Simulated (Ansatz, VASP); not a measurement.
**One calculation of Cu, two programs**

INCAR

```
SYSTEM = Cu
ALGO = Fast ; EDIFF = 1E-6
ENCUT = 520 ; GGA = PS
ISIF = 2 ; ISMEAR = 0
LASPH = .True. ; LCHARG = .True.
LELF = .True. ; LREAL = .False.
LVHAR = .True. ; LWAVE = .False.
NBANDS = 12 ; NELM = 80
PREC = Accurate ; SIGMA = 0.15
```

KPOINTS

```
k-points
0
Gamma
  24 24 24
  0 0 0
```

POSCAR

```
Cu
1.0
    0.0000000000      1.7783416754      1.8672587591
    1.7783416754      0.0000000000      1.8672587591
    1.7783416754      1.7783416754      0.0000000000
Cu
1
Direct
    0.0000000000      0.0000000000      0.0000000000
```

Input for Ansatz:

```yaml
crystal:
  lattice:
    - [0.0, 1.7783416754, 1.8672587591]
    - [1.7783416754, 0.0, 1.8672587591]
    - [1.7783416754, 1.7783416754, 0.0]
  atoms:
    - { symbol: Cu, position: [0.0, 0.0, 0.0] }
basis:
  ecutwfc: 420
kpoints:
  mp_grid: { grid: [24, 24, 24] }
hamiltonian:
  xc: pbesol
scf:
  occupations: { method: gaussian, width: 0.15 }
output:
  forces: true
  stress: true
  eigenvalues: true
```

Alike in both runs: task single point; functional PBEsol; k mesh 24 × 24 × 24; occupations gaussian, width 0.15 eV; no spin polarisation.

|  | VASP | Ansatz |
| --- | --- | --- |
| version | VASP 6.6.1 | Ansatz 0.2.0 |
| potentials or method | VASP PAW PBE potentials, release 64 (Cu), cutoff 520 eV | scalar-relativistic, plane waves, PAW |
| valence electrons in the cell | 11 | 19 |

```csv
,VASP,Ansatz,Ansatz less VASP
gap on the k mesh at the Fermi level (eV),none,none,-
pressure (GPa),-5.8,-6.4,-0.61
"traceless stress, the component that is largest in VASP (GPa)",-2.22,-2.22,-0.002
```

VASP's potentials were made for PBE, not for PBEsol. A gap of «none» marks a metal or a gap that the smearing closes. With one functional, cell and mesh, what is left measures potentials, basis and numerics. VASP's potentials hold 11 valence electrons a cell and Ansatz's 19, so a difference there can come from the potentials and not from the codes.
